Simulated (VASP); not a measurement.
# PO4 (Pm-3m) in VASP: further runs, part 2 of 2

VASP 6.6.1. Earlier steps stand in the parts before.

## (5) Relaxation of cell and atoms, PBE, collinear spin, ferromagnetic start

File INCAR:

```
  PREC = Accurate
  ENCUT = 600
  EDIFF = 1E-7
  ISMEAR = 0
  SIGMA = 0.1
  LREAL = F
  LASPH = T
  NELM = 150
  ALGO = Normal
  ISIF = 3
  LWAVE = F
  LCHARG = F
  ISPIN = 2
  MAGMOM = 0 1 1 1 1
  LORBIT = 11
  GGA = PE
  IBRION = 2
  NSW = 90
  EDIFFG = -0.04
```

File KPOINTS:

```
Automatic mesh
0
Gamma
  6 6 6
```

File POSCAR:

```
PO4
1.0
    3.6885759300      0.0000000000      0.0000000000
    0.0000000000      3.6885759300      0.0000000000
    0.0000000000      0.0000000000      3.6885759300
P O
1 4
Direct
    0.5000000000      0.5000000000      0.5000000000
    0.0000000000      0.5000000000      0.5000000000
    0.5000000000      0.5000000000      0.0000000000
    0.5000000000      0.0000000000      0.5000000000
    0.0000000000      0.0000000000      0.0000000000
```

Started as:

```bash
$ cat potpaw_PBE.64/P/POTCAR potpaw_PBE.64/O/POTCAR > POTCAR
$ mpirun -np 1 vasp_std > vasp.out
```

Run time: 2.2 min. Hardware: 1 thread of Oxide Virtual Turin-like, shared host; peak memory 0.16 GiB.

It converged, with:

- Free energy: -26.0750 eV
- Relaxed volume: 7.91 Å³/atom
- Relaxed cell: a = 3.407 Å, b = 3.407 Å, c = 3.407 Å, α = 90.00°, β = 90.00°, γ = 90.00°
- Space group after relaxing (to 0.05 Å): Pm-3m (No. 221)
- Energy gained by relaxing: 228.2 meV/atom
- Ionic steps: 2
- Pressure after relaxing: 0.5 GPa
- Band gap on the k mesh: zero (filled and empty bands overlap)
- Net moment: 3.00 μB per cell
- Site moments: P -0.01; O +0.32, +1.67 μB
- Valence electrons inside the program's atomic spheres: P 2.02; O 5.12, 4.59

The path:
```
step  energy change (eV)  largest force (eV/Å)  pressure (GPa)  volume (Å³)
   1              0.0000                0.0000          -25.22        50.19
   2             -1.1410                0.0000            0.46        39.56
```

Final structure:
```
P O
1.0
     3.40748    0.00000    0.00000
     0.00000    3.40748    0.00000
     0.00000    0.00000    3.40748
P O
1 4
Direct
  0.50000 0.50000 0.50000
  0.00000 0.50000 0.50000
  0.50000 0.50000 0.00000
  0.50000 0.00000 0.50000
  0.00000 0.00000 0.00000
```

Levels at points of the mesh, in eV from the Fermi level:
Spin up:
| k point | band 12 | band 13 | band 14 | band 15 | band 16 | band 17 | band 18 | band 19 | band 20 |
| --- | --- | --- | --- | --- | --- | --- | --- | --- | --- |
| (0.00, 0.00, 0.00) | -1.92 | -1.92 | -0.62 | -0.62 | -0.62 | 0.03 | 11.32 | 11.32 | 11.32 |
| (0.50, 0.00, 0.00) | -2.49 | -1.86 | -1.86 | -1.71 | -1.71 | 4.81 | 9.48 | 12.00 | 14.41 |
| (0.50, 0.50, 0.00) | -3.27 | -3.27 | -1.35 | -1.35 | -0.28 | 8.15 | 8.15 | 8.20 | 13.15 |
| (0.50, 0.50, 0.50) | -1.58 | -1.58 | -0.25 | -0.25 | -0.25 | 6.67 | 6.67 | 6.67 | 11.89 |
Spin down:
```
           k point  band 10  band 11  band 12  band 13  band 14  band 15  band 16  band 17
(0.00, 0.00, 0.00)    -2.33    -1.21    -1.21    -1.21     0.28     1.50     1.50     1.50
(0.50, 0.00, 0.00)    -2.77    -1.82    -1.20    -1.20    -0.63     0.78     0.78     5.10
(0.50, 0.50, 0.00)    -3.64    -2.66    -2.66    -0.42     0.51     1.02     1.02     8.36
(0.50, 0.50, 0.50)    -4.43     0.54     0.54     0.54     1.32     1.32     1.32     6.84
```

Caveat: the volume moved by over 15 % at a fixed basis, so the end points are rough.

## (6) Single point, PBE, collinear spin, ferromagnetic start

This run uses another cell than the first one, of 7.96 Å³/atom, 0.793 times its volume.

File INCAR:

```
ALGO     = Normal         # electronic algorithm
EDIFF    = 1E-6           # SCF threshold, eV
ENCUT    = 520            # plane-wave cutoff, eV
GGA      = PE             # functional
ISIF     = 2              # what is computed and relaxed
ISMEAR   = 0              # smearing method
ISPIN    = 2              # spin polarisation
LASPH    = True           # aspherical terms in the spheres
LCHARG   = False          # write CHGCAR
LORBIT   = 11             # projections on sites
LREAL    = False          # projectors in reciprocal space
LWAVE    = False          # write WAVECAR
MAGMOM   = 0 0.78 0.78 0.78 0.78 # initial moments
NBANDS   = 26             # bands
NELM     = 150            # most SCF steps
PREC     = Accurate       # precision mode
SIGMA    = 0.1            # smearing width, eV
```

File KPOINTS:

```
k-points
0
Gamma
  12 12 12
```

POSCAR: that of step 5 with these lines changed.

```diff
@@ -2,5 +2,5 @@
 1.0
-    3.6885759300      0.0000000000      0.0000000000
-    0.0000000000      3.6885759300      0.0000000000
-    0.0000000000      0.0000000000      3.6885759300
+    3.4148601153      0.0000000000      0.0000000000
+    0.0000000000      3.4148601153      0.0000000000
+    0.0000000000      0.0000000000      3.4148601153
 P O
```

Potentials or basis: VASP PAW PBE potentials, release 64 (P, O).

Started as:

```bash
$ cat potpaw_PBE.64/P/POTCAR potpaw_PBE.64/O/POTCAR > POTCAR
$ mpirun -np 1 vasp_std > vasp.out
```

OUTCAR:

```text
EDIFF = 1E-6
   ENCUT = 520
   GGA = PE
   ISIF = 2
   ISMEAR = 0
   ISPIN = 2
   LASPH = True
   LORBIT = 11
   LREAL = False
   NELM = 150
   PREC = Accurate

 ion  position               nearest neighbor table
   1  0.500  0.500  0.500-   2 1.71   3 1.71   4 1.71   3 1.71   4 1.71   2 1.71
   2  0.000  0.500  0.500-   1 1.71   1 1.71
   3  0.500  0.500  0.000-   1 1.71   1 1.71
   4  0.500  0.000  0.500-   1 1.71   1 1.71
   5  0.000  0.000  0.000-

  LATTYP: Found a simple cubic cell.
 ALAT       =     3.4148601153

  Lattice vectors:

 A1 = (   3.4148601153,   0.0000000000,   0.0000000000)
 A2 = (   0.0000000000,   3.4148601153,   0.0000000000)
 A3 = (   0.0000000000,   0.0000000000,   3.4148601153)

Analysis of symmetry for initial positions (statically):
=====================================================================
 Subroutine PRICEL returns:
 Original cell was already a primitive cell.

 Routine SETGRP: Setting up the symmetry group for a
 simple cubic supercell.

 Subroutine GETGRP returns: Found 48 space group operations
 (whereof 48 operations were pure point group operations)
 out of a pool of 48 trial point group operations.

The static configuration has the point symmetry O_h .

Analysis of symmetry for dynamics (positions and initial velocities):
=====================================================================
 Subroutine PRICEL returns:
 Original cell was already a primitive cell.

 Routine SETGRP: Setting up the symmetry group for a
 simple cubic supercell.

 Subroutine GETGRP returns: Found 48 space group operations
 (whereof 48 operations were pure point group operations)
 out of a pool of 48 trial point group operations.

The dynamic configuration has the point symmetry O_h .

Analysis of structural, dynamic, and magnetic symmetry:
=====================================================================
 Subroutine PRICEL returns:
 Original cell was already a primitive cell.

 Routine SETGRP: Setting up the symmetry group for a
 simple cubic supercell.

 Subroutine GETGRP returns: Found 48 space group operations
 (whereof 48 operations were pure point group operations)
 out of a pool of 48 trial point group operations.

The overall configuration has the point symmetry O_h .

 Subroutine INISYM returns: Found 48 space group operations
 (whereof 48 operations are pure point group operations),
 and found     1 'primitive' translations

----------------------------------------------------------------------------------------

                                     Primitive cell

  volume of cell :      39.8216

  direct lattice vectors                    reciprocal lattice vectors
     3.414860115  0.000000000  0.000000000     0.292837764  0.000000000  0.000000000
     0.000000000  3.414860115  0.000000000     0.000000000  0.292837764  0.000000000
     0.000000000  0.000000000  3.414860115     0.000000000  0.000000000  0.292837764

  length of vectors
     3.414860115  3.414860115  3.414860115     0.292837764  0.292837764  0.292837764

  position of ions in fractional coordinates (direct lattice)
     0.500000000  0.500000000  0.500000000
     0.000000000  0.500000000  0.500000000
[... 79 lines left out ...]
   LSORBIT =      F    spin-orbit coupling
   LASPH  =      T    aspherical Exc in radial PAW
   ENCUT  =  520.0 eV  38.22 Ry    6.18 a.u.   6.35  6.35  6.35*2*pi/ulx,y,z
   NELM   =    150;   NELMIN=  2; NELMDL= -5     # of ELM steps
   EDIFF  = 0.1E-05   stopping-criterion for ELM
   LREAL  =      F    real-space projection
   EDIFFG = 0.1E-04   stopping-criterion for IOM
   NSW    =      0    number of steps for IOM
   IBRION =     -1    ionic relax: 0-MD 1-quasi-New 2-CG
   NFREE  =      0    steps in history (QN), initial steepest desc. (CG)
   ISIF   =      2    stress and relaxation
   ISYM   =      2    0-nonsym 1-usesym 2-fastsym
   POTIM  = 0.5000    time-step for ionic-motion
   TEBEG  =    0.0;   TEEND  =   0.0 temperature during run
   PSTRESS=    0.0 pullay stress
   NELECT =      29.0000    total number of electrons
   NUPDOWN=      -1.0000    fix difference up-down
   EMIN   =  10.00;   EMAX   =-10.00  energy-range for DOS
   EFERMI =   0.00;   METHOD = LEGACY
   ISMEAR =     0;   SIGMA  =   0.10  broadening in eV -4-tet -1-fermi 0-gaus
   EFERMI_NEDOS =   21; number of points for ismear=-14 and -15
   IALGO  =     38    algorithm
   IMIX   =      4    mixing-type and parameters
     AMIX     =   0.40;   BMIX     =  1.00
     AMIX_MAG =   1.60;   BMIX_MAG =  1.00
  volume/ion in A,a.u.               =       7.96        53.75
  Fermi-wavevector in a.u.,A,eV,Ry     =   1.472882  2.783343 29.516220  2.169381
  Thomas-Fermi vector in A             =   2.587843
   LORBIT       =     11    0 simple, 1 ext, 2 COOP (PROOUT), +10 PAW based schemes
   GGA     = PE    functional components
   LHFCALC =     F    Hartree Fock is set to
   AEXX    =    0.0000 exact exchange contribution
   IVDW    =     0    specifies the selected vdW correction
   LEPSILON=     F    determine dielectric tensor
   LRPA    =     F    only Hartree local field effects (RPA)
 spin polarized calculation
 Gauss-broadening in eV      SIGMA  =   0.10
  energy-cutoff  :      520.00
  volume of cell :       39.82
 maximum number of plane-waves:      1108
 NGX is ok and might be reduce to    28
   NGX = 13   NGY = 13   NGZ = 13

 number of electron      28.9999969 magnetization       3.0009355

 Free energy of the ion-electron system (eV)
  ---------------------------------------------------
  ext. energy  EPLUGINS =         0.00000000
  ---------------------------------------------------
  free energy    TOTEN  =       -26.03738179 eV

  energy without entropy =      -26.02436741  energy(sigma->0) =      -26.03087460

 E-fermi :   5.7300     XC(G=0): -12.1253

 val. band max:        5.7263485539   @ k =   0.1667   0.1667   0.1667
 cond. band min:       5.7352997002   @ k =   0.5000   0.3333   0.0833
 fundamental gap:      0.0089511464
 Fermi energy:         5.7299739611

 spin component 1

 k-point     1 :       0.0000    0.0000    0.0000
  band No.  band energies     occupation
      1     -17.7066      1.00000
      2     -12.5511      1.00000
      3     -12.2423      1.00000
      4     -12.2423      1.00000
      5      -4.4148      1.00000
      6      -4.4148      1.00000
[... 685 lines left out ...]
     25      23.4442      0.00000
     26      24.0048      0.00000

 [... further k-points ...]

 spin component 2

 k-point     1 :       0.0000    0.0000    0.0000
  band No.  band energies     occupation
      1     -17.2086      1.00000
      2     -11.6731      1.00000
      3     -11.6731      1.00000
      4      -9.2914      1.00000
      5      -4.1611      1.00000
      6      -4.1611      1.00000
[... 685 lines left out ...]
     25      23.9960      0.00000
     26      24.3965      0.00000

 [... further k-points ...]
[... 5 lines left out ...]
  --------------------------------------------------------------------------------------
  -------------------------------------------------------------------------------------
  Total       -0.2124534     -0.2124534     -0.2124534      0.0000000      0.0000000      0.0000000
  in kB       -8.5478237     -8.5478237     -8.5478237      0.0000000      0.0000000      0.0000000
  external PRESSURE =      -8.5478237 kB  Pullay stress =       0.0000000 kB

 VOLUME and BASIS-vectors are now :
 -----------------------------------------------------------------------------
  energy-cutoff  :      520.00
  volume of cell :       39.82
      direct lattice vectors                 reciprocal lattice vectors
     3.414860115  0.000000000  0.000000000     0.292837764  0.000000000  0.000000000
     0.000000000  3.414860115  0.000000000     0.000000000  0.292837764  0.000000000
     0.000000000  0.000000000  3.414860115     0.000000000  0.000000000  0.292837764

 POSITION                                       TOTAL-FORCE (eV/Angst)
 -----------------------------------------------------------------------------------
      1.70743      1.70743      1.70743         0.000000      0.000000      0.000000
      0.00000      1.70743      1.70743         0.000000      0.000000      0.000000
      1.70743      1.70743      0.00000         0.000000      0.000000      0.000000
      1.70743      0.00000      1.70743         0.000000      0.000000      0.000000
      0.00000      0.00000      0.00000         0.000000      0.000000      0.000000
 -----------------------------------------------------------------------------------
    total drift:                                0.000000      0.000000      0.000000

  FREE ENERGIE OF THE ION-ELECTRON SYSTEM (eV)
  ---------------------------------------------------
  free  energy   TOTEN  =       -26.0373817950 eV

  energy  without entropy=      -26.0243674070  energy(sigma->0) =      -26.03087460

 total charge

# of ion       s       p       d       tot
------------------------------------------
    1        0.811   1.204   0.000   2.015
    2        1.556   3.559   0.000   5.114
    3        1.556   3.559   0.000   5.114
    4        1.556   3.559   0.000   5.114
    5        1.644   2.944   0.000   4.588
--------------------------------------------------
tot          7.121  14.824   0.000  21.945

 magnetization (x)

# of ion       s       p       d       tot
------------------------------------------
    1       -0.005  -0.005   0.000  -0.011
    2        0.006   0.312   0.000   0.318
    3        0.006   0.312   0.000   0.318
    4        0.006   0.312   0.000   0.318
    5        0.017   1.650   0.000   1.667
--------------------------------------------------
tot          0.029   2.582   0.000   2.611
```

Wall time 4.4 min (1 thread of Oxide Virtual Turin-like, shared host); peak memory 0.21 GiB.

What came out:

* Free energy: -26.0374 eV
* Pressure: -0.9 GPa
* Band gap on the k mesh: zero (filled and empty bands overlap)
* Net moment: 3.00 μB per cell
* Site moments: P -0.01; O +0.32, +1.67 μB
* Valence electrons inside the program's atomic spheres: P 2.02; O 5.11, 4.59

## (7) Overview

| task | spin | cell | k mesh | cutoff (eV) | gap on the mesh (eV) | pressure (GPa) | moment (μB) |
| --- | --- | --- | --- | --- | --- | --- | --- |
| single point | off | a = 3.689 Å, 5 atoms | 6 × 6 × 6 | 520 | none | -30.1 | - |
| single point | collinear, ferromagnetic start | a = 3.416 Å, 5 atoms | 6 × 6 × 6 | 520 | none | -0.8 | 3.01 |
| single point | collinear, ferromagnetic start | a = 3.689 Å, 5 atoms | 6 × 6 × 6 | 520 | none | -25.0 | 3.25 |
| relaxation of cell and atoms | collinear, ferromagnetic start | relaxed from a = 3.689 Å, 5 atoms | 6 × 6 × 6 | 600 | none | 0.5 | 3.00 |
| single point | collinear, ferromagnetic start | a = 3.415 Å, 5 atoms | 12 × 12 × 12 | 520 | none | -0.9 | 3.00 |

Alike in all rows: level PBE; potentials or basis VASP PAW PBE potentials, release 64 (P, O); smearing gaussian 0.1 eV.

Caveats: an odd number of electrons without spin polarisation forces a metal (some runs); a magnetic or distorted state may lie lower (some runs); the volume moved by over 15 % at a fixed basis, so the end points are rough (some runs).

Total energies depend on the potentials used, so only differences within one code and one set of settings carry meaning.
